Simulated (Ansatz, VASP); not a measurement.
**Ta4N: VASP beside Ansatz**

```
Ta N
1.0
     4.29087    0.00000    0.00000
     0.00000    4.29087    0.00000
     0.00000    0.00000    4.29087
Ta N
4 1
Direct
  0.50000 0.00000 0.00000
  0.00000 0.50000 0.00000
  0.00000 0.00000 0.50000
  0.50000 0.50000 0.50000
  0.00000 0.00000 0.00000
```

Change from the starting cell: species swapped into the Co4N type (Pm-3m, No. 221).

Alike in both runs: functional PBE; k mesh 4 × 4 × 4; occupations gaussian, width 0.1 eV; no spin polarisation.

Ansatz relaxed the structure, and its values are those at the end. VASP's run is a single point on that final structure, the one shown.

|  | VASP | Ansatz |
| --- | --- | --- |
| version | VASP 6.6.1 | Ansatz 0.2.0 |
| potentials or method | VASP PAW PBE potentials, release 64 (Ta_pv, N), cutoff 520 eV | scalar-relativistic, plane waves, PAW |
| valence electrons in the cell | 49 | 57 |

Ansatz gave:

```
gap on the k mesh at the Fermi level (eV) : none
pressure (GPa)                            : 0.0
```

Q: Which values does VASP return?

A: gap on the k mesh at the Fermi level (eV): none; pressure (GPa): 0.3.

A gap of «none» marks a metal or a gap that the smearing closes. The functional is the same, so the differences come from potentials, cutoffs and numerics. VASP's potentials hold 49 valence electrons a cell and Ansatz's 57, so a difference there can come from the potentials and not from the codes.

The k mesh is coarse, so the values compare programs but aren't converged. Neither program's run includes spin-orbit coupling.
